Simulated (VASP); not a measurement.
# ZnS (R3m) in VASP: notebook

Runs on ZnS. Level: r2SCAN. Tasks: single point.

Everything below comes from runs of VASP 6.6.1. Logs are shortened: lines on timing, memory, paths and dates and some standing lists are left out, and cuts for length are marked.

## 1. The cell of the first run

The structure is trigonal, space group R3m (No. 160). The conventional cell has a = 3.811 Å, b = 3.811 Å, c = 9.334 Å, α = 90.00°, β = 90.00°, γ = 120.00°. Zn (site symmetry 3m) has 4 S at 2.22 to 2.83 Å within 2.9 Å. S (site symmetry 3m) has 4 Zn at 2.22 to 2.83 Å within 2.9 Å.

## 2. Single point, r2SCAN

The input, POSCAR:

```
ZnS
1.0
    0.0000000000      2.6945131942      2.6945131942
    2.6945131942      0.0000000000      2.6945131942
    2.6945131942      2.6945131942      0.0000000000
Zn S
1 1
Direct
    0.0000000000      0.0000000000      0.0000000000
    0.9107016447      0.6964327851      0.6964327851
```

The input, INCAR.step1:

```
SYSTEM = ZnS
ALGO     = Normal         ! electronic algorithm
EDIFF    = 1E-4           ! SCF threshold, eV
ENCUT    = 520            ! plane-wave cutoff, eV
GGA      = PE             ! functional
ISMEAR   = 0              ! smearing method
LASPH    = .True.         ! aspherical terms in the spheres
LCHARG   = .False.        ! write CHGCAR
LREAL    = .False.        ! projectors in reciprocal space
LWAVE    = .True.         ! write WAVECAR
NBANDS   = 16             ! bands
NELM     = 60             ! most SCF steps
PREC     = Accurate       ! precision mode
SIGMA    = 0.05           ! smearing width, eV
```

The input, INCAR.step2:

```
SYSTEM = ZnS
ALGO     = Normal         ! electronic algorithm
EDIFF    = 1E-6           ! SCF threshold, eV
ENCUT    = 520            ! plane-wave cutoff, eV
ISIF     = 2              ! what is computed and relaxed
ISMEAR   = 0              ! smearing method
ISTART   = 1            
LASPH    = .True.         ! aspherical terms in the spheres
LCHARG   = .False.        ! write CHGCAR
LMIXTAU  = .True.       
LREAL    = .False.        ! projectors in reciprocal space
LWAVE    = .False.        ! write WAVECAR
METAGGA  = R2SCAN         ! meta-GGA
NBANDS   = 16             ! bands
NELM     = 60             ! most SCF steps
PREC     = Accurate       ! precision mode
SIGMA    = 0.05           ! smearing width, eV
```

The input, KPOINTS:

```
k-points
0
Gamma
  8 8 8
  0 0 0
```

Potentials or basis: VASP PAW PBE potentials, release 64 (Zn, S).

On the command line:

```sh
$ cat potpaw_PBE.64/Zn/POTCAR potpaw_PBE.64/S/POTCAR > POTCAR
$ cp INCAR.step1 INCAR
$ mpirun -np 1 vasp_std > vasp.out
$ cp INCAR.step2 INCAR
$ mpirun -np 1 vasp_std > vasp.out
```

OUTCAR:

```text
SYSTEM = ZnS
   EDIFF = 1E-6
   ENCUT = 520
   ISIF = 2
   ISMEAR = 0
   ISTART = 1
   LASPH = .True.
   LREAL = .False.
   METAGGA = R2SCAN
   NELM = 60
   PREC = Accurate

 ion  position               nearest neighbor table
   1  0.000  0.000  0.000-   2 2.22   2 2.22   2 2.22   2 2.83
   2  0.911  0.696  0.696-   1 2.22   1 2.22   1 2.22   1 2.83

  LATTYP: Found a face centered cubic cell.
 ALAT       =     5.3890263884

  Lattice vectors:

 A1 = (   0.0000000000,   2.6945131942,   2.6945131942)
 A2 = (   2.6945131942,   0.0000000000,   2.6945131942)
 A3 = (   2.6945131942,   2.6945131942,   0.0000000000)

Analysis of symmetry for initial positions (statically):
=====================================================================
 Subroutine PRICEL returns:
 Original cell was already a primitive cell.

 Routine SETGRP: Setting up the symmetry group for a
 face centered cubic supercell.

 Subroutine GETGRP returns: Found  6 space group operations
 (whereof  6 operations were pure point group operations)
 out of a pool of 48 trial point group operations.

The static configuration has the point symmetry C_3v.

Analysis of symmetry for dynamics (positions and initial velocities):
=====================================================================
 Subroutine PRICEL returns:
 Original cell was already a primitive cell.

 Routine SETGRP: Setting up the symmetry group for a
 face centered cubic supercell.

 Subroutine GETGRP returns: Found  6 space group operations
 (whereof  6 operations were pure point group operations)
 out of a pool of 48 trial point group operations.

The dynamic configuration has the point symmetry C_3v.

 Subroutine INISYM returns: Found  6 space group operations
 (whereof  6 operations are pure point group operations),
 and found     1 'primitive' translations

----------------------------------------------------------------------------------------

                                     Primitive cell

  volume of cell :      39.1265

  direct lattice vectors                    reciprocal lattice vectors
     0.000000000  2.694513194  2.694513194    -0.185562276  0.185562276  0.185562276
     2.694513194  0.000000000  2.694513194     0.185562276 -0.185562276  0.185562276
     2.694513194  2.694513194  0.000000000     0.185562276  0.185562276 -0.185562276

  length of vectors
     3.810617103  3.810617103  3.810617103     0.321403289  0.321403289  0.321403289

  position of ions in fractional coordinates (direct lattice)
     0.000000000  0.000000000  0.000000000
     0.910701645  0.696432785  0.696432785

  ion indices of the primitive-cell ions
   primitive index   ion index
                 1           1
                 2           2

----------------------------------------------------------------------------------------

 KPOINTS: k-points

Automatic generation of k-mesh.
 Grid dimensions read from file:
 generate k-points for:    8    8    8

 Generating k-lattice:

  Cartesian coordinates                     Fractional coordinates (reciprocal lattice)
    -0.023195284  0.023195284  0.023195284     0.125000000  0.000000000  0.000000000
     0.023195284 -0.023195284  0.023195284     0.000000000  0.125000000  0.000000000
     0.023195284  0.023195284 -0.023195284     0.000000000  0.000000000  0.125000000

  Length of vectors
     0.040175411  0.040175411  0.040175411

  Shift w.r.t. Gamma in fractional coordinates (k-lattice)
     0.000000000  0.000000000  0.000000000

 Subroutine IBZKPT returns following result:
 ===========================================

 Found     65 irreducible k-points:

 Following reciprocal coordinates:
            Coordinates               Weight
  0.000000  0.000000  0.000000      1.000000
  0.125000  0.000000  0.000000      2.000000
  0.000000  0.125000  0.000000      6.000000
  0.250000  0.000000  0.000000      2.000000
  0.000000  0.250000  0.000000      6.000000
  0.375000  0.000000  0.000000      2.000000
[... 16 lines left out ...]
 -0.250000  0.125000  0.000000      6.000000
  0.000000 -0.250000  0.125000     12.000000
 [... further k-points ...]
   k-points           NKPTS =     65   k-points in BZ     NKDIM =     65   number of bands    NBANDS=     16
   number of dos      NEDOS =    301   number of ions     NIONS =      2
   total plane-waves  NPLWV =  21952
   dimension x,y,z NGX =    28 NGY =   28 NGZ =   28
   dimension x,y,z NGXF=    56 NGYF=   56 NGZF=   56
   ions per type =               1   1
   NGX,Y,Z   is equivalent  to a cutoff of  12.22, 12.22, 12.22 a.u.
   NGXF,Y,Z  is equivalent  to a cutoff of  24.43, 24.43, 24.43 a.u.
 SYSTEM =  ZnS
   PREC   = accura    normal or accurate (medium, high low for compatibility)
   ISTART =      1    job   : 0-new  1-cont  2-samecut
   ICHARG =      0    charge: 1-file 2-atom 10-const
   ISPIN  =      1    spin polarized calculation?
   LNONCOLLINEAR =      F non collinear calculations
   LSORBIT =      F    spin-orbit coupling
   LASPH  =      T    aspherical Exc in radial PAW
   ENCUT  =  520.0 eV  38.22 Ry    6.18 a.u.   7.09  7.09  7.09*2*pi/ulx,y,z
   NELM   =     60;   NELMIN=  2; NELMDL=  0     # of ELM steps
   EDIFF  = 0.1E-05   stopping-criterion for ELM
   LREAL  =      F    real-space projection
   EDIFFG = 0.1E-04   stopping-criterion for IOM
   NSW    =      0    number of steps for IOM
   IBRION =     -1    ionic relax: 0-MD 1-quasi-New 2-CG
   NFREE  =      0    steps in history (QN), initial steepest desc. (CG)
   ISIF   =      2    stress and relaxation
   ISYM   =      2    0-nonsym 1-usesym 2-fastsym
   POTIM  = 0.5000    time-step for ionic-motion
   TEBEG  =    0.0;   TEEND  =   0.0 temperature during run
   PSTRESS=    0.0 pullay stress
   NELECT =      18.0000    total number of electrons
   NUPDOWN=      -1.0000    fix difference up-down
   EMIN   =  10.00;   EMAX   =-10.00  energy-range for DOS
   EFERMI =   0.00;   METHOD = LEGACY
   ISMEAR =     0;   SIGMA  =   0.05  broadening in eV -4-tet -1-fermi 0-gaus
   EFERMI_NEDOS =   21; number of points for ismear=-14 and -15
   IALGO  =     38    algorithm
   IMIX   =      4    mixing-type and parameters
     AMIX     =   0.40;   BMIX     =  1.00
     AMIX_MAG =   1.60;   BMIX_MAG =  1.00
  volume/ion in A,a.u.               =      19.56       132.02
  Fermi-wavevector in a.u.,A,eV,Ry     =   1.263791  2.388219 21.730795  1.597168
  Thomas-Fermi vector in A             =   2.397130
   LORBIT       =      0    0 simple, 1 ext, 2 COOP (PROOUT), +10 PAW based schemes
   METAGGA = R2SCAN    functional components
   LHFCALC =     F    Hartree Fock is set to
   AEXX    =    0.0000 exact exchange contribution
   IVDW    =     0    specifies the selected vdW correction
   LEPSILON=     F    determine dielectric tensor
   LRPA    =     F    only Hartree local field effects (RPA)
 non-spin polarized calculation
 Gauss-broadening in eV      SIGMA  =   0.05
  energy-cutoff  :      520.00
  volume of cell :       39.13
 maximum number of plane-waves:      1067
   NGX = 15   NGY = 15   NGZ = 15

 number of electron      18.0000006 magnetization

 Free energy of the ion-electron system (eV)
  ---------------------------------------------------
  ext. energy  EPLUGINS =         0.00000000
  ---------------------------------------------------
  free energy    TOTEN  =       -18.53174559 eV

  energy without entropy =      -18.53174559  energy(sigma->0) =      -18.53174559

 E-fermi :   2.1482     XC(G=0): -10.3130

 val. band max:        1.8579155267   @ k =   0.0000   0.0000   0.0000
 cond. band min:       4.6715802271   @ k =   0.0000   0.0000   0.0000
 fundamental gap:      2.8136647004
 Fermi energy:         2.1482401581

 k-point     1 :       0.0000    0.0000    0.0000
  band No.  band energies     occupation
      1     -11.9328      2.00000
      2      -5.0338      2.00000
      3      -5.0337      2.00000
      4      -4.4363      2.00000
      5      -4.3064      2.00000
      6      -4.3064      2.00000
[... 8 lines left out ...]
     15      14.0673      0.00000
     16      14.0673      0.00000

 k-point     2 :       0.1250    0.0000    0.0000
  band No.  band energies     occupation
      1     -11.8294      2.00000
      2      -5.0328      2.00000
      3      -5.0327      2.00000
      4      -4.4242      2.00000
      5      -4.3013      2.00000
      6      -4.3012      2.00000
[... 8 lines left out ...]
     15      13.7488      0.00000
     16      15.0011      0.00000

 k-point     3 :       0.0000    0.1250    0.0000
  band No.  band energies     occupation
      1     -11.8059      2.00000
      2      -5.0392      2.00000
      3      -4.9843      2.00000
      4      -4.4328      2.00000
      5      -4.3126      2.00000
      6      -4.3071      2.00000
[... 8 lines left out ...]
     15      13.4136      0.00000
     16      14.8006      0.00000

 k-point     4 :       0.2500    0.0000    0.0000
  band No.  band energies     occupation
      1     -11.5632      2.00000
      2      -5.0327      2.00000
      3      -5.0326      2.00000
      4      -4.3584      2.00000
      5      -4.2861      2.00000
      6      -4.2860      2.00000
[... 8 lines left out ...]
     15      13.8971      0.00000
     16      14.4247      0.00000
[... 324 lines left out ...]
 k-point    22 :       0.1250    0.0000   -0.3750
  band No.  band energies     occupation
      1     -10.9601      2.00000
      2      -4.8963      2.00000
      3      -4.7162      2.00000
      4      -4.4611      2.00000
      5      -4.3345      2.00000
      6      -4.1247      2.00000
[... 8 lines left out ...]
     15      14.8945      0.00000
     16      17.2091      0.00000

 k-point    23 :      -0.2500    0.1250    0.0000
  band No.  band energies     occupation
      1     -11.3649      2.00000
      2      -5.0404      2.00000
      3      -4.9786      2.00000
      4      -4.3796      2.00000
      5      -4.3001      2.00000
      6      -4.2047      2.00000
[... 8 lines left out ...]
     15      15.2380      0.00000
     16      15.9099      0.00000

 k-point    24 :       0.0000   -0.2500    0.1250
  band No.  band energies     occupation
      1     -11.2475      2.00000
      2      -4.9674      2.00000
      3      -4.7539      2.00000
      4      -4.4445      2.00000
      5      -4.3233      2.00000
      6      -4.2916      2.00000
[... 8 lines left out ...]
     15      14.5923      0.00000
     16      15.5282      0.00000

 [... further k-points ...]

------------------------ aborting loop because EDIFF is reached ----------------------------------------

  FORCE on cell =-STRESS in cart. coord.  units (eV):
  Direction    XX          YY          ZZ          XY          YZ          ZX
  --------------------------------------------------------------------------------------
  -------------------------------------------------------------------------------------
  Total        0.9669284      0.9669284      0.9669284      0.5660593     -0.5660593      0.5660593
  in kB       39.5944157     39.5944157     39.5944157     23.1793654    -23.1793654     23.1793654
  external PRESSURE =      39.5944157 kB  Pullay stress =       0.0000000 kB

 VOLUME and BASIS-vectors are now :
 -----------------------------------------------------------------------------
  energy-cutoff  :      520.00
  volume of cell :       39.13
      direct lattice vectors                 reciprocal lattice vectors
     0.000000000  2.694513194  2.694513194    -0.185562276  0.185562276  0.185562276
     2.694513194  0.000000000  2.694513194     0.185562276 -0.185562276  0.185562276
     2.694513194  2.694513194  0.000000000     0.185562276  0.185562276 -0.185562276

 POSITION                                       TOTAL-FORCE (eV/Angst)
 -----------------------------------------------------------------------------------
      0.00000      0.00000      0.00000        -0.443429      0.443429      0.443429
      3.75309      4.33044      4.33044         0.443429     -0.443429     -0.443429
 -----------------------------------------------------------------------------------
    total drift:                                0.009815     -0.010031     -0.010031

  FREE ENERGIE OF THE ION-ELECTRON SYSTEM (eV)
  ---------------------------------------------------
  free  energy   TOTEN  =       -18.5317455906 eV

  energy  without entropy=      -18.5317455906  energy(sigma->0) =      -18.53174559
```

Run time: 1.8 min. Hardware: 1 thread of Intel Xeon Platinum 8375C at 2.90GHz (Ice Lake), shared host; peak memory 0.19 GiB.

What came out:

| Item | Value |
| --- | --- |
| Free energy | -18.5317 eV |
| Pressure | 4.0 GPa |
| Largest force | 0.768 eV/Å |
| Band gap on the k mesh | 2.81 eV, direct |

Forces on the atoms (eV/Å):
```
Zn  -0.443  0.443  0.443
S    0.443 -0.443 -0.443
```

Stress tensor (GPa, compression positive):
```
 3.96  2.32  2.32
 2.32  3.96 -2.32
 2.32 -2.32  3.96
```

Caveat: the cell differs from its parent crystal (all S atoms moved -0.500 Å, as atom 2 towards its neighbour atom 1 (Zn) at 2.334 Å); the PAW data sets were made with another functional, which shifts forces and pressure a little.

## 3. Single point, r2SCAN

Edit POSCAR of step 2 so:

```diff
@@ -9,2 +9,2 @@
     0.0000000000      0.0000000000      0.0000000000
-    0.9107016447      0.6964327851      0.6964327851
+    0.6294737665      0.7901754112      0.7901754112
```

The input, INCAR.step1:

```
ALGO     = Normal         # electronic algorithm
EDIFF    = 1E-4           # SCF threshold, eV
ENCUT    = 520            # plane-wave cutoff, eV
GGA      = PE             # functional
ISMEAR   = 0              # smearing method
LASPH    = T              # aspherical terms in the spheres
LCHARG   = F              # write CHGCAR
LREAL    = F              # projectors in reciprocal space
LWAVE    = T              # write WAVECAR
NBANDS   = 16             # bands
NELM     = 80             # most SCF steps
PREC     = Accurate       # precision mode
SIGMA    = 0.05           # smearing width, eV
```

The input, INCAR.step2:

```
ALGO     = Normal         # electronic algorithm
EDIFF    = 1E-6           # SCF threshold, eV
ENCUT    = 520            # plane-wave cutoff, eV
ISIF     = 2              # what is computed and relaxed
ISMEAR   = 0              # smearing method
ISTART   = 1            
LASPH    = T              # aspherical terms in the spheres
LCHARG   = F              # write CHGCAR
LMIXTAU  = T            
LREAL    = F              # projectors in reciprocal space
LWAVE    = F              # write WAVECAR
METAGGA  = R2SCAN         # meta-GGA
NBANDS   = 16             # bands
NELM     = 80             # most SCF steps
PREC     = Accurate       # precision mode
SIGMA    = 0.05           # smearing width, eV
```

The input, KPOINTS:

```
k-points
0
Gamma
  8 8 8
```

Potentials or basis: VASP PAW PBE potentials, release 64 (Zn, S).

On the command line:

```sh
$ cat potpaw_PBE.64/Zn/POTCAR potpaw_PBE.64/S/POTCAR > POTCAR
$ cp INCAR.step1 INCAR
$ mpirun -np 1 vasp_std > vasp.out
$ cp INCAR.step2 INCAR
$ mpirun -np 1 vasp_std > vasp.out
```

OUTCAR:

```text
EDIFF = 1E-6
   ENCUT = 520
   ISIF = 2
   ISMEAR = 0
   ISTART = 1
   LASPH = T
   LREAL = F
   METAGGA = R2SCAN
   NELM = 80
   PREC = Accurate

 ion  position               nearest neighbor table
   1  0.000  0.000  0.000-   2 1.96   2 2.48   2 2.48   2 2.48
   2  0.629  0.790  0.790-   1 1.96   1 2.48   1 2.48   1 2.48

  LATTYP: Found a face centered cubic cell.
 ALAT       =     5.3890263884

  Lattice vectors:

 A1 = (   0.0000000000,   2.6945131942,   2.6945131942)
[... 641 lines left out ...]

------------------------ aborting loop because EDIFF is reached ----------------------------------------

  FORCE on cell =-STRESS in cart. coord.  units (eV):
  Direction    XX          YY          ZZ          XY          YZ          ZX
  --------------------------------------------------------------------------------------
  -------------------------------------------------------------------------------------
  Total        2.0601727      2.0601727      2.0601727     -2.9583035      2.9583035     -2.9583035
  in kB       84.3612999     84.3612999     84.3612999   -121.1385496    121.1385496   -121.1385496
  external PRESSURE =      84.3612999 kB  Pullay stress =       0.0000000 kB

 VOLUME and BASIS-vectors are now :
 -----------------------------------------------------------------------------
  energy-cutoff  :      520.00
  volume of cell :       39.13
      direct lattice vectors                 reciprocal lattice vectors
     0.000000000  2.694513194  2.694513194    -0.185562276  0.185562276  0.185562276
     2.694513194  0.000000000  2.694513194     0.185562276 -0.185562276  0.185562276
     2.694513194  2.694513194  0.000000000     0.185562276  0.185562276 -0.185562276

 POSITION                                       TOTAL-FORCE (eV/Angst)
 -----------------------------------------------------------------------------------
      0.00000      0.00000      0.00000         3.128601     -3.128601     -3.128601
      4.25828      3.82526      3.82526        -3.128601      3.128601      3.128601
 -----------------------------------------------------------------------------------
    total drift:                                0.005495     -0.005456     -0.005456

  FREE ENERGIE OF THE ION-ELECTRON SYSTEM (eV)
  ---------------------------------------------------
  free  energy   TOTEN  =       -18.0965176390 eV

  energy  without entropy=      -18.0965176390  energy(sigma->0) =      -18.09651764
```

OUTCAR.step1:

```text
EDIFF = 1E-4
   ENCUT = 520
   GGA = PE
   ISMEAR = 0
   LASPH = T
[... 676 lines left out ...]
 -----------------------------------------------------------------------------------
      0.00000      0.00000      0.00000         3.103152     -3.103152     -3.103152
      4.25828      3.82526      3.82526        -3.103152      3.103152      3.103152
 -----------------------------------------------------------------------------------
    total drift:                                0.000512     -0.000519     -0.000518

  FREE ENERGIE OF THE ION-ELECTRON SYSTEM (eV)
  ---------------------------------------------------
  free  energy   TOTEN  =        -6.0772415584 eV

  energy  without entropy=       -6.0772415584  energy(sigma->0) =       -6.07724156
```

It took 1.7 min on 1 thread of Intel Xeon Platinum 8375C at 2.90GHz (Ice Lake), shared host; peak memory 0.19 GiB.

What came out:

| Property | Result |
| --- | --- |
| Free energy | -18.0965 eV |
| Pressure | 8.4 GPa |
| Largest force | 5.419 eV/Å |
| Band gap on the k mesh | 2.58 eV, direct |

Forces on the atoms (eV/Å):
```
Zn   3.129 -3.129 -3.129
S   -3.129  3.129  3.129
```

Caveat: the cell differs from its parent crystal (all S atoms moved +0.375 Å, as atom 2 towards its neighbour atom 1 (Zn) at 2.334 Å); the PAW data sets were made with another functional, which shifts forces and pressure a little.

[end of part 1 of 2]
